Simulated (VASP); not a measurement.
Here is a VASP 6.6.1 calculation.

Contents of INCAR:

```
ALGO = Normal
EDIFF = 1E-8
ENCUT = 520
GGA = PS
ISIF = 2
ISMEAR = -1
LASPH = True
LCHARG = False
LEFG = True
LREAL = False
LWAVE = False
NBANDS = 17
NELM = 100
PREC = Accurate
SIGMA = 0.03
```

File KPOINTS:

```
k-points
0
Gamma
  10 10 10
```

The input POSCAR:

```
TePb
1.0
    0.0000000000      3.2270000000      3.1947300000
    3.2270000000      0.0000000000      3.1947300000
    3.2270000000      3.2270000000      0.0000000000
Te Pb
1 1
Direct
    0.5000000000      0.5000000000      0.5000000000
    0.0000000000      0.0000000000      0.0000000000
```

Potentials or basis: VASP PAW PBE potentials, release 64 (Te, Pb_d).

The run is started by

```console
$ cat potpaw_PBE.64/Te/POTCAR potpaw_PBE.64/Pb_d/POTCAR > POTCAR
$ mpirun -np 1 vasp_std > vasp.out
```

Question: Predict the band gap on the k mesh.

Answer: 0.63 eV.

Question: What does it give for the pressure?

Answer: 0.2 GPa.

Electric field gradients, principal values (V/Å²):
```tsv
atom	least	middle	greatest (by size)
1 Te	2.596	2.596	-5.192
2 Pb	16.556	16.557	-33.113
```

Caveat: the cell differs from its parent crystal (zz strain of -1 %); without QUAD_EFG the Cq values of the log hold for a quadrupole moment of 1 mb, not for the nuclei; the PAW data sets were made with another functional, which shifts forces and pressure a little; spin-orbit coupling is left out, which moves the levels of the heavy elements. A k mesh can miss the band edges.
